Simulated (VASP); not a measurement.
A run of VASP 6.6.1 is set up as follows.

INCAR

```
SYSTEM = ZnSe
PREC     = Accurate       ! precision mode
ENCUT    = 520            ! plane-wave cutoff, eV
EDIFF    = 1E-6           ! SCF threshold, eV
ISMEAR   = -1             ! smearing method
SIGMA    = 0.1            ! smearing width, eV
LREAL    = .False.        ! projectors in reciprocal space
LASPH    = .True.         ! aspherical terms in the spheres
NELM     = 100            ! most SCF steps
ALGO     = Normal         ! electronic algorithm
ISIF     = 2              ! what is computed and relaxed
LWAVE    = .False.        ! write WAVECAR
LCHARG   = .True.         ! write CHGCAR
GGA      = PE             ! functional
LELF     = .True.         ! ELF
LVHAR    = .True.       
NBANDS   = 16             ! bands
```

File KPOINTS:

```
regular mesh
0
Gamma
  15 15 15
  0 0 0
```

The input POSCAR:

```
ZnSe
1.0
    0.0000000000      2.3829819578      2.3829819578
    2.3829819578      0.0000000000      2.3829819578
    2.3829819578      2.3829819578      0.0000000000
Zn Se
1 1
Direct
    0.0000000000      0.0000000000      0.0000000000
    0.5000000000      0.5000000000      0.5000000000
```

Potentials or basis: VASP PAW PBE potentials, release 64 (Zn, Se).

Command:

```console
$ cat potpaw_PBE.64/Zn/POTCAR potpaw_PBE.64/Se/POTCAR > POTCAR
$ mpirun -np 1 vasp_std > vasp.out
```

Task: What does it give for the pressure?

Result: 58.1 GPa.

Task: What does it give for the band gap on the k mesh?

Result: Zero (band 9 reaches 7.35 eV, above the bottom of band 10 at 6.10 eV).
